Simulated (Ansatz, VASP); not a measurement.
Tc in VASP and in Ansatz

INCAR

```
ALGO = Normal ; EDIFF = 1E-7
ENCUT = 520 ; GGA = PE
ISIF = 2 ; ISMEAR = -1
LASPH = True ; LCHARG = False
LREAL = False ; LWAVE = False
NBANDS = 20 ; NELM = 80
PREC = Accurate ; SIGMA = 0.08
```

KPOINTS

```
k-points
0
Gamma
  14 14 8
```

POSCAR

```
Tc
1.0
    2.7182135393      0.0000000000      0.0000000000
   -1.3591067697      2.3540419780      0.0000000000
    0.0000000000      0.0000000000      4.3654059193
Tc
2
Direct
    0.3333333333      0.6666666667      0.2500000000
    0.6666666667      0.3333333333      0.7500000000
```

Input for Ansatz:

```yaml
crystal:
  lattice:
    - [2.7182135393, 0.0, 0.0]
    - [-1.3591067697, 2.354041978, 0.0]
    - [0.0, 0.0, 4.3654059193]
  atoms:
    - { symbol: Tc, position: [0.3333333333, 0.6666666667, 0.25] }
    - { symbol: Tc, position: [0.6666666667, 0.3333333333, 0.75] }
kpoints:
  mp_grid: { grid: [14, 14, 8] }
scf:
  occupations: { method: fermi_dirac, width: 0.08 }
hamiltonian:
  xc: pbe
  pseudopotentials: { kind: all_electron, lapw: { basis_error: 0.001 } }
output:
  forces: true
  stress: true
  eigenvalues: true
```

Change from the starting cell: volume scaled by 0.98.

Alike in both runs: task single point; functional PBE; k mesh 14 × 14 × 8; occupations fermi-dirac, width 0.08 eV; no spin polarisation.

|  | VASP | Ansatz |
| --- | --- | --- |
| version | VASP 6.6.1 | Ansatz 0.2.0 |
| potentials or method | VASP PAW PBE potentials, release 64 (Tc_pv), cutoff 520 eV | all-electron LAPW, scalar-relativistic |

```tsv
	VASP	Ansatz	Ansatz less VASP
pressure (GPa)	10.1	10.8	+0.68
traceless stress, the component that is largest in VASP (GPa)	-1.06	-1.05	+0.015
```

Ansatz ran all-electron here, and VASP with PAW potentials.
